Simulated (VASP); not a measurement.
# Si2Ge (P-3m1) in VASP: relaxation of cell and atoms with PBE

Aim: the relaxation of cell and atoms of Si2Ge with PBE.

Program: VASP 6.6.1. These are calculated values, not measurements. Logs are shortened: lines on timing, memory, paths and dates and some standing lists are left out, and cuts for length are marked.

### 1 The cell of the first run

Symmetry: P-3m1, No. 164, trigonal system. Conventional cell: a = 3.930 Å, b = 3.930 Å, c = 9.618 Å, α = 90.00°, β = 90.00°, γ = 120.00°. Si (site symmetry 3m) has 4 Si at 2.37 to 2.39 Å within 3.1 Å. Within 3.1 Å of Si (site symmetry 3m) lie 1 Si at 2.37 Å and 3 Ge at 2.41 Å. Ge (site symmetry 3m) has 3 Si at 2.41 Å and 1 Ge at 2.49 Å within 3.2 Å.

### 2 Relaxation of cell and atoms, PBE

Input file INCAR:

```
ALGO = Normal ; EDIFF = 1E-6
EDIFFG = -0.001 ; ENCUT = 600
GGA = PE ; IBRION = 2
ISIF = 3 ; ISMEAR = 0
LASPH = True ; LCHARG = False
LREAL = False ; LWAVE = False
NELM = 100 ; NSW = 80
PREC = Accurate ; SIGMA = 0.01
```

Input file KPOINTS:

```
k-points
0
Gamma
  12 12 4
```

Input file POSCAR:

```
Si2Ge
1.0
    3.9300151997      0.0000000000      0.0000000000
   -1.9650075999      3.4034930002      0.0000000000
    0.0000000000      0.0000000000      9.6184460000
Si Ge
4 2
Direct
    0.3333333333      0.6666666667      0.5398500000
    0.6666666667      0.3333333333      0.2141960000
    0.3333333333      0.6666666667      0.7858040000
    0.6666666667      0.3333333333      0.4601500000
    0.0000000000      0.0000000000      0.8707140000
    0.0000000000      0.0000000000      0.1292860000
```

Potentials or basis: VASP PAW PBE potentials, release 64 (Si, Ge_d).

Launch:

```sh
cat potpaw_PBE.64/Si/POTCAR potpaw_PBE.64/Ge_d/POTCAR > POTCAR
mpirun -np 1 vasp_std > vasp.out
```

OUTCAR:

```text
EDIFF = 1E-6
   EDIFFG = -0.001
   ENCUT = 600
   GGA = PE
   IBRION = 2
   ISIF = 3
   ISMEAR = 0
   LASPH = True
   LREAL = False
   NELM = 100
   NSW = 80
   PREC = Accurate

 ion  position               nearest neighbor table
   1  0.333  0.667  0.540-   3 2.37   4 2.39   4 2.39   4 2.39
   2  0.667  0.333  0.214-   4 2.37   6 2.41   6 2.41   6 2.41
   3  0.333  0.667  0.786-   1 2.37   5 2.41   5 2.41   5 2.41
   4  0.667  0.333  0.460-   2 2.37   1 2.39   1 2.39   1 2.39
   5  0.000  0.000  0.871-   3 2.41   3 2.41   3 2.41   6 2.49
   6  0.000  0.000  0.129-   2 2.41   2 2.41   2 2.41   5 2.49

  LATTYP: Found a hexagonal cell.
 ALAT       =     3.9300151997
 C/A-ratio  =     2.4474322646

  Lattice vectors:

 A1 = (   3.9300151997,   0.0000000000,   0.0000000000)
 A2 = (  -1.9650075999,   3.4034930002,   0.0000000000)
 A3 = (   0.0000000000,   0.0000000000,   9.6184460000)

Analysis of symmetry for initial positions (statically):
=====================================================================
 Subroutine PRICEL returns:
 Original cell was already a primitive cell.

 Routine SETGRP: Setting up the symmetry group for a
 hexagonal supercell.

 Subroutine GETGRP returns: Found 12 space group operations
 (whereof 12 operations were pure point group operations)
 out of a pool of 24 trial point group operations.

The static configuration has the point symmetry D_3d.

Analysis of symmetry for dynamics (positions and initial velocities):
=====================================================================
 Subroutine PRICEL returns:
 Original cell was already a primitive cell.

 Routine SETGRP: Setting up the symmetry group for a
 hexagonal supercell.

 Subroutine GETGRP returns: Found 12 space group operations
 (whereof 12 operations were pure point group operations)
 out of a pool of 24 trial point group operations.

The dynamic configuration has the point symmetry D_3d.

 Subroutine INISYM returns: Found 12 space group operations
 (whereof 12 operations are pure point group operations),
 and found     1 'primitive' translations

----------------------------------------------------------------------------------------

                                     Primitive cell

  volume of cell :     128.6542

  direct lattice vectors                    reciprocal lattice vectors
     3.930015200  0.000000000  0.000000000     0.254451942  0.146907897  0.000000000
    -1.965007600  3.403493000  0.000000000     0.000000000  0.293815795  0.000000000
     0.000000000  0.000000000  9.618446000     0.000000000  0.000000000  0.103966899

  length of vectors
     3.930015200  3.930015200  9.618446000     0.293815795  0.293815795  0.103966899

  position of ions in fractional coordinates (direct lattice)
     0.333333333  0.666666667  0.539850000
     0.666666667  0.333333333  0.214196000
     0.333333333  0.666666667  0.785804000
     0.666666667  0.333333333  0.460150000
     0.000000000  0.000000000  0.870714000
     0.000000000  0.000000000  0.129286000

  ion indices of the primitive-cell ions
   primitive index   ion index
                 1           1
                 2           2
                 3           3
                 4           4
                 5           5
                 6           6

----------------------------------------------------------------------------------------

 KPOINTS: k-points

Automatic generation of k-mesh.
 Grid dimensions read from file:
 generate k-points for:   12   12    4

 Generating k-lattice:

  Cartesian coordinates                     Fractional coordinates (reciprocal lattice)
     0.021204329  0.012242325  0.000000000     0.083333333  0.000000000  0.000000000
     0.000000000  0.024484650  0.000000000     0.000000000  0.083333333  0.000000000
     0.000000000  0.000000000  0.025991725     0.000000000  0.000000000  0.250000000

  Length of vectors
     0.024484650  0.024484650  0.025991725

  Shift w.r.t. Gamma in fractional coordinates (k-lattice)
     0.000000000  0.000000000  0.000000000

 Subroutine IBZKPT returns following result:
 ===========================================

 Found     69 irreducible k-points:

 Following reciprocal coordinates:
            Coordinates               Weight
  0.000000  0.000000  0.000000      1.000000
  0.083333  0.000000  0.000000      6.000000
  0.166667  0.000000  0.000000      6.000000
  0.250000  0.000000  0.000000      6.000000
  0.333333 -0.000000  0.000000      6.000000
  0.416667  0.000000  0.000000      6.000000
[... 16 lines left out ...]
  0.166667  0.000000  0.250000      6.000000
  0.000000  0.166667  0.250000      6.000000
 [... further k-points ...]
   k-points           NKPTS =     69   k-points in BZ     NKDIM =     69   number of bands    NBANDS=     26
   number of dos      NEDOS =    301   number of ions     NIONS =      6
   total plane-waves  NPLWV =  81920
   dimension x,y,z NGX =    32 NGY =   32 NGZ =   80
   dimension x,y,z NGXF=    64 NGYF=   64 NGZF=  160
   ions per type =               4   2
   NGX,Y,Z   is equivalent  to a cutoff of  13.54, 13.54, 13.83 a.u.
   NGXF,Y,Z  is equivalent  to a cutoff of  27.07, 27.07, 27.65 a.u.
 SYSTEM =  unknown system
   PREC   = accura    normal or accurate (medium, high low for compatibility)
   ISTART =      0    job   : 0-new  1-cont  2-samecut
   ICHARG =      2    charge: 1-file 2-atom 10-const
   ISPIN  =      1    spin polarized calculation?
   LNONCOLLINEAR =      F non collinear calculations
   LSORBIT =      F    spin-orbit coupling
   LASPH  =      T    aspherical Exc in radial PAW
   ENCUT  =  600.0 eV  44.10 Ry    6.64 a.u.   7.85  7.85 19.21*2*pi/ulx,y,z
   NELM   =    100;   NELMIN=  2; NELMDL= -5     # of ELM steps
   EDIFF  = 0.1E-05   stopping-criterion for ELM
   LREAL  =      F    real-space projection
   EDIFFG = -.1E-02   stopping-criterion for IOM
   NSW    =     80    number of steps for IOM
   IBRION =      2    ionic relax: 0-MD 1-quasi-New 2-CG
   NFREE  =      1    steps in history (QN), initial steepest desc. (CG)
   ISIF   =      3    stress and relaxation
   ISYM   =      2    0-nonsym 1-usesym 2-fastsym
   POTIM  = 0.5000    time-step for ionic-motion
   TEBEG  =    0.0;   TEEND  =   0.0 temperature during run
   PSTRESS=    0.0 pullay stress
   NELECT =      44.0000    total number of electrons
   NUPDOWN=      -1.0000    fix difference up-down
   EMIN   =  10.00;   EMAX   =-10.00  energy-range for DOS
   EFERMI =   0.00;   METHOD = LEGACY
   ISMEAR =     0;   SIGMA  =   0.01  broadening in eV -4-tet -1-fermi 0-gaus
   EFERMI_NEDOS =   21; number of points for ismear=-14 and -15
   IALGO  =     38    algorithm
   IMIX   =      4    mixing-type and parameters
     AMIX     =   0.40;   BMIX     =  1.00
     AMIX_MAG =   1.60;   BMIX_MAG =  1.00
  volume/ion in A,a.u.               =      21.44       144.70
  Fermi-wavevector in a.u.,A,eV,Ry     =   1.144857  2.163465 17.833107  1.310696
  Thomas-Fermi vector in A             =   2.281547
   LORBIT       =      0    0 simple, 1 ext, 2 COOP (PROOUT), +10 PAW based schemes
   GGA     = PE    functional components
   LHFCALC =     F    Hartree Fock is set to
   AEXX    =    0.0000 exact exchange contribution
   IVDW    =     0    specifies the selected vdW correction
   LEPSILON=     F    determine dielectric tensor
   LRPA    =     F    only Hartree local field effects (RPA)
 conjugate gradient relaxation of ions
 non-spin polarized calculation
 Gauss-broadening in eV      SIGMA  =   0.01
  energy-cutoff  :      600.00
  volume of cell :      128.65
 maximum number of plane-waves:      4341
   NGX = 15   NGY = 15   NGZ = 39

--------------------------------------- Ionic step        1  -------------------------------------------

 number of electron      43.9999991 magnetization

 Free energy of the ion-electron system (eV)
  ---------------------------------------------------
  ext. energy  EPLUGINS =         0.00000000
  ---------------------------------------------------
  free energy    TOTEN  =       -30.64375103 eV

  energy without entropy =      -30.64375103  energy(sigma->0) =      -30.64375103

------------------------ aborting loop because EDIFF is reached ----------------------------------------

  FORCE on cell =-STRESS in cart. coord.  units (eV):
  Direction    XX          YY          ZZ          XY          YZ          ZX
  --------------------------------------------------------------------------------------
  -------------------------------------------------------------------------------------
  Total       -0.0590872     -0.0590872     -0.0203134      0.0000000      0.0000000      0.0000000
  in kB       -0.7358343     -0.7358343     -0.2529703      0.0000000      0.0000000      0.0000000
  external PRESSURE =      -0.5748796 kB  Pullay stress =       0.0000000 kB
[... 101 lines left out ...]
  FREE ENERGIE OF THE ION-ELECTRON SYSTEM (eV)
  ---------------------------------------------------
  free  energy   TOTEN  =       -30.6437814541 eV

  energy  without entropy=      -30.6437814541  energy(sigma->0) =      -30.64378145

[... ionic steps 4 to 9 ...]

--------------------------------------- Ionic step       10  -------------------------------------------

 number of electron      43.9999991 magnetization

------------------------ aborting loop because EDIFF is reached ----------------------------------------

  FORCE on cell =-STRESS in cart. coord.  units (eV):
  Direction    XX          YY          ZZ          XY          YZ          ZX
  --------------------------------------------------------------------------------------
  -------------------------------------------------------------------------------------
  Total       -0.0003030     -0.0003030     -0.0140291      0.0000000      0.0000000      0.0000000
  in kB       -0.0037770     -0.0037770     -0.1748661      0.0000000      0.0000000      0.0000000
  external PRESSURE =      -0.0608067 kB  Pullay stress =       0.0000000 kB
[... 65 lines left out ...]
  energy  without entropy=      -30.6437809849  energy(sigma->0) =      -30.64378098

--------------------------------------- Ionic step       12  -------------------------------------------

 number of electron      43.9999991 magnetization

 Free energy of the ion-electron system (eV)
  ---------------------------------------------------
  ext. energy  EPLUGINS =         0.00000000
  ---------------------------------------------------
  free energy    TOTEN  =       -30.64378111 eV

  energy without entropy =      -30.64378111  energy(sigma->0) =      -30.64378111

 E-fermi :   5.4043     XC(G=0):  -9.4944

 val. band max:        5.2942113751   @ k =   0.0000   0.0000   0.0000
 cond. band min:       5.9000047481   @ k =   0.4167   0.0000   0.2500
 fundamental gap:      0.6057933731
 Fermi energy:         5.4042995801

 k-point     1 :       0.0000    0.0000    0.0000
  band No.  band energies     occupation
      1     -19.1054      2.00000
      2     -19.0242      2.00000
      3     -19.0242      2.00000
      4     -18.9898      2.00000
      5     -18.9898      2.00000
      6     -18.9745      2.00000
[... 685 lines left out ...]
     25       7.9158      0.00000
     26       8.7083      0.00000

 [... further k-points ...]

------------------------ aborting loop because EDIFF is reached ----------------------------------------

  FORCE on cell =-STRESS in cart. coord.  units (eV):
  Direction    XX          YY          ZZ          XY          YZ          ZX
  --------------------------------------------------------------------------------------
  -------------------------------------------------------------------------------------
  Total        0.0020421      0.0020421      0.0054513     -0.0000000      0.0000000      0.0000000
  in kB        0.0254536      0.0254536      0.0679481     -0.0000000      0.0000000      0.0000000
  external PRESSURE =       0.0396184 kB  Pullay stress =       0.0000000 kB
[... 21 lines left out ...]
  FREE ENERGIE OF THE ION-ELECTRON SYSTEM (eV)
  ---------------------------------------------------
  free  energy   TOTEN  =       -30.6437811132 eV

  energy  without entropy=      -30.6437811132  energy(sigma->0) =      -30.64378111

 reached required accuracy - stopping structural energy minimisation
```

Run time: 16 min. Hardware: 1 thread of Intel Xeon 8259CL, shared host; peak memory 0.44 GiB.

What came out:

* Free energy: -30.6438 eV
* Relaxed volume: 21.42 Å³/atom
* Relaxed cell: a = 3.929 Å, b = 3.929 Å, c = 9.617 Å, α = 90.00°, β = 90.00°, γ = 120.00°
* Space group after relaxing (to 0.1 Å): P-3m1 (No. 164)
* Energy gained by relaxing: 0.0 meV/atom
* Ionic steps: 12
* Pressure after relaxing: 0.0 GPa
* Band gap on the k mesh: 0.61 eV (least direct gap 1.15 eV)

Final structure:
```yaml
crystal:
  lattice:
    - [3.92863, 0.00000, 0.00000]
    - [-1.96432, 3.40230, 0.00000]
    - [0.00000, 0.00000, 9.61657]
  atoms:
    - { symbol: Si, position: [0.33333, 0.66667, 0.53984] }
    - { symbol: Si, position: [0.66667, 0.33333, 0.21418] }
    - { symbol: Si, position: [0.33333, 0.66667, 0.78582] }
    - { symbol: Si, position: [0.66667, 0.33333, 0.46016] }
    - { symbol: Ge, position: [0.00000, 0.00000, 0.87068] }
    - { symbol: Ge, position: [0.00000, 0.00000, 0.12932] }
```

Levels at points of the mesh, in eV from the valence-band top:
```tsv
k point	band 18	band 19	band 20	band 21	band 22	band 23	band 24	band 25	band 26
(0.00, 0.00, 0.00)	-0.94	-0.94	-0.05	0.00	0.00	1.15	1.26	1.92	2.47
(0.50, 0.00, 0.00)	-2.93	-2.90	-2.71	-1.85	-1.79	0.73	0.74	1.89	2.01
(0.00, 0.00, 0.50)	-1.32	-0.55	-0.55	-0.38	-0.38	0.96	1.80	1.85	2.92
(0.50, 0.00, 0.50)	-3.58	-2.70	-2.49	-1.26	-1.26	0.91	0.95	1.24	2.66
```

A k mesh can miss the band edges.
